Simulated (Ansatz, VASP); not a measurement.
## CuI: VASP beside Ansatz

File INCAR:

```
PREC     = Accurate       # precision mode
ENCUT    = 600            # plane-wave cutoff, eV
EDIFF    = 1E-7           # SCF threshold, eV
ISMEAR   = 0              # smearing method
SIGMA    = 0.1            # smearing width, eV
LREAL    = False          # projectors in reciprocal space
LASPH    = True           # aspherical terms in the spheres
NELM     = 60             # most SCF steps
ALGO     = Normal         # electronic algorithm
ISIF     = 3              # what is computed and relaxed
LWAVE    = False          # write WAVECAR
LCHARG   = False          # write CHGCAR
GGA      = PE             # functional
IBRION   = 2              # ionic algorithm
NSW      = 100            # ionic steps
EDIFFG   = -0.05          # ionic threshold
```

KPOINTS

```
Automatic mesh
0
Gamma
  6 6 6
```

Contents of POSCAR:

```
CuI
1.0
    2.0775000000      1.1994451842      6.8266666667
   -2.0775000000      1.1994451842      6.8266666667
    0.0000000000     -2.3988903685      6.8266666667
Cu I
2 2
Direct
    0.1293000000      0.1293000000      0.1293000000
    0.8707000000      0.8707000000      0.8707000000
    0.0000000000      0.0000000000      0.0000000000
    0.5000000000      0.5000000000      0.5000000000
```

Input for Ansatz:

```yaml
crystal:
  lattice:
    - [2.0775, 1.1994451842, 6.8266666667]
    - [-2.0775, 1.1994451842, 6.8266666667]
    - [0.0, -2.3988903685, 6.8266666667]
  atoms:
    - { symbol: Cu, position: [0.1293, 0.1293, 0.1293] }
    - { symbol: Cu, position: [0.8707, 0.8707, 0.8707] }
    - { symbol: I, position: [0.0, 0.0, 0.0] }
    - { symbol: I, position: [0.5, 0.5, 0.5] }
basis:
  ecutwfc: 420
kpoints:
  mp_grid: { grid: [6, 6, 6] }
hamiltonian:
  xc: pbe
scf:
  occupations: { method: gaussian, width: 0.1 }
output:
  forces: true
  stress: true
  eigenvalues: true
relax:
  adjacent_minimum: "off"
  f_tol: 0.05
  max_steps: 80
  cell: { stress_tol: 0.5 }
```

Alike in both runs: task relaxation of cell and atoms; functional PBE; k mesh 6 × 6 × 6; occupations gaussian, width 0.1 eV; no spin polarisation.

|  | VASP | Ansatz |
| --- | --- | --- |
| version | VASP 6.6.1 | Ansatz 0.2.0 |
| potentials or method | VASP PAW PBE potentials, release 64 (Cu, I), cutoff 600 eV | scalar-relativistic, plane waves, PAW |
| valence electrons in the cell | 36 | 72 |

|  | VASP | Ansatz | Ansatz less VASP |
| --- | --- | --- | --- |
| gap on the k mesh at the Fermi level, each at its own relaxed structure (eV) | none | none | - |
| relaxed volume (Å³/atom) | 29.45 | 29.42 | -0.031 |
| relaxed cell length with the largest relative difference (Å) | 7.199 | 7.278 | +0.0795 |

A gap of «none» marks a metal or a gap that the smearing closes. VASP's potentials hold 36 valence electrons a cell and Ansatz's 72, so a difference there can come from the potentials and not from the codes.

Neither program's run includes spin-orbit coupling. Noted on VASP's run: the volume moved by over 15 % at a fixed basis, so the end points are rough.
